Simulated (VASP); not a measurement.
Set up this calculation in VASP 6.6.1, as the native input.

- Task: single point
- Functional: LDA
- Potentials or basis: VASP PAW LDA potentials, release 64 (Ni_sv_GW, O)
- Cutoff: 700 eV
- k mesh: 12 × 12 × 6
- Occupations: gaussian, width 0.05 eV
- Spin: no spin polarisation
- Dipole correction: no
- Further INCAR settings: ALGO = Normal; EDIFF = 1e-06; NBANDS = 22

The structure of NiO2 lies in POSCAR:

```
NiO2
1.0
    2.8475295614      0.0000000000      0.0000000000
   -1.4237647807      2.4660329382      0.0000000000
    0.0000000000      0.0000000000      3.9594898551
Ni O
1 2
Direct
    0.0000000000      0.0000000000      0.5000000000
    0.6666666667      0.3333333333      0.7186230907
    0.3333333333      0.6666666667      0.2813769093
```

This cell differs from its parent crystal: c/a of the conventional cell at fixed volume 1.3905.

These files were run (other wordings do the same):

INCAR

```
ALGO     = Normal         # electronic algorithm
EDIFF    = 1E-6           # SCF threshold, eV
ENCUT    = 700            # plane-wave cutoff, eV
GGA      = CA             # functional
GGA_COMPAT= F            
ISIF     = 2              # what is computed and relaxed
ISMEAR   = 0              # smearing method
LASPH    = T              # aspherical terms in the spheres
LCHARG   = F              # write CHGCAR
LREAL    = F              # projectors in reciprocal space
LWAVE    = F              # write WAVECAR
NBANDS   = 22             # bands
NELM     = 120            # most SCF steps
PREC     = Accurate       # precision mode
SIGMA    = 0.05           # smearing width, eV
```

KPOINTS

```
k-points
0
Gamma
  12 12 6
```

Potentials or basis: VASP PAW LDA potentials, release 64 (Ni_sv_GW, O).

Launch:

```sh
$ cat potpaw_LDA.64/Ni_sv_GW/POTCAR potpaw_LDA.64/O/POTCAR > POTCAR
$ mpirun -np 1 vasp_std > vasp.out
```

Results of the run:

```yaml
Pressure: -5.2 GPa
Largest_force: 0.334 eV/Å
Band_gap_on_the_k_mesh: 0.52 eV (least direct gap 0.94 eV)
```

Caveat: the stress differs along the axes, from -9 to 3 GPa; the run has no spin polarisation, though such a crystal can be magnetic.

It took 2.4 min on 1 thread of AMD EPYC 7R13 Processor (Zen 3) (shared host), peak memory 0.21 GiB.
